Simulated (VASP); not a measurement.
Write the native input for VASP 6.6.1 that does the following.

```yaml
Task: single point
Functional: LDA
Potentials_or_basis: VASP PAW LDA potentials, release 64 (Ce)
Cutoff: 500 eV
k_mesh: 12 × 12 × 12
Occupations: fermi-dirac, width 0.1 eV
Spin: no spin polarisation
Dipole_correction: no
Further_INCAR_settings: ALGO = Normal; EDIFF = 1e-06; NBANDS = 12
```

The structure of Ce lies in POSCAR:

```
Ce
1.0
    0.0000000000      2.2649297842      2.2649297842
    2.2649297842      0.0000000000      2.2649297842
    2.2649297842      2.2649297842      0.0000000000
Ce
1
Direct
    0.0000000000      0.0000000000      0.0000000000
```

These files were run (other wordings do the same):

INCAR

```
SYSTEM = Ce
ALGO = Normal ; EDIFF = 1E-6
ENCUT = 500 ; GGA_COMPAT = .FALSE.
ISIF = 2 ; ISMEAR = -1
LASPH = .TRUE. ; LCHARG = .TRUE.
LELF = .TRUE. ; LMAXMIX = 6
LREAL = .FALSE. ; LVHAR = .TRUE.
LWAVE = .FALSE. ; NBANDS = 12
NELM = 200 ; PREC = Accurate
SIGMA = 0.1
```

KPOINTS

```
k-points
0
G
  12 12 12
  0 0 0
```

Potentials or basis: VASP PAW LDA potentials, release 64 (Ce).

Run with:

```console
$ cat potpaw_LDA.64/Ce/POTCAR > POTCAR
$ mpirun -np 1 vasp_std > vasp.out
```

It gave:

- Pressure: -0.9 GPa
- Band gap on the k mesh: zero (bands 6 and 7 overlap by 0.31 eV)

Caveat: spin-orbit coupling is left out, which moves the levels of the heavy elements; semilocal functionals describe open f shells poorly, which spoils levels, moments and volumes.

Run time: 13 s on 1 thread of AMD EPYC 9R45 96-Core Processor (Zen 5), with other jobs on the host, peak memory 0.12 GiB.
